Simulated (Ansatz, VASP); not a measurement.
## O: VASP beside Ansatz

The input INCAR:

```
SYSTEM = O
ALGO = Normal
EDIFF = 1E-8
ENCUT = 520
ISIF = 2
ISMEAR = -5
LASPH = .True.
LCHARG = .False.
LEFG = .True.
LREAL = .False.
LWAVE = .False.
NBANDS = 13
NELM = 100
PREC = Accurate
SIGMA = 0.1
```

Contents of KPOINTS:

```
k-points
0
Gamma
  14 14 14
  0 0 0
```

POSCAR

```
O
1.0
    0.0000000000      1.8643428824      3.8461435541
    1.4814762822      0.0000000000      3.8461435541
    1.4814762822      1.8643428824      0.0000000000
O
2
Direct
    0.4210980000      0.4210980000      0.5789020000
    0.5789020000      0.5789020000      0.4210980000
```

Input for Ansatz:

```yaml
crystal:
  lattice:
    - [0.0, 1.8643428824, 3.8461435541]
    - [1.4814762822, 0.0, 3.8461435541]
    - [1.4814762822, 1.8643428824, 0.0]
  atoms:
    - { symbol: O, position: [0.421098, 0.421098, 0.578902] }
    - { symbol: O, position: [0.578902, 0.578902, 0.421098] }
kpoints:
  mp_grid: { grid: [14, 14, 14] }
scf:
  occupations: { method: tetrahedron }
  algorithm: density_mixing
hamiltonian:
  xc: lda
  pseudopotentials: { kind: paw }
output:
  forces: true
  stress: true
  eigenvalues: true
  efg: { contact_densities: true }
```

Alike in both runs: task electric field gradients; functional LDA; k mesh 14 × 14 × 14; occupations tetrahedron; no spin polarisation.

|  | VASP | Ansatz |
| --- | --- | --- |
| version | VASP 6.6.1 | Ansatz 0.2.0 |
| potentials or method | VASP PAW LDA potentials, release 64 (O) | PAW with Ansatz's default frozen-core files, scalar-relativistic |
| plane-wave cutoff (eV) | 520 | 420 |
| valence electrons in the cell | 12 | 12 |

|  | VASP | Ansatz | Ansatz less VASP |
| --- | --- | --- | --- |
| gap on the k mesh at the Fermi level (eV) | none | none | - |
| pressure (GPa) | -3.5 | -8.0 | -4.52 |
| traceless stress, the component that is largest in VASP (GPa) | 5.22 | -4.41 | -9.629 |
| rms of the force components (eV/Å) | 0.196 | 0.730 | +0.5340 |

LDA's correlation is that of Perdew and Zunger in VASP and of Perdew and Wang (1992) in Ansatz. Atom by atom the forces differ by 0.926 eV/Å (rms over components). A gap of «none» marks a metal or a gap that the smearing closes. Ansatz's warnings: band table not solved further, tetrahedron derivatives may miss energy slope.

Noted on VASP's run: the standard files for N, O and F lose accuracy on very short bonds; spin is off for a triplet molecule.
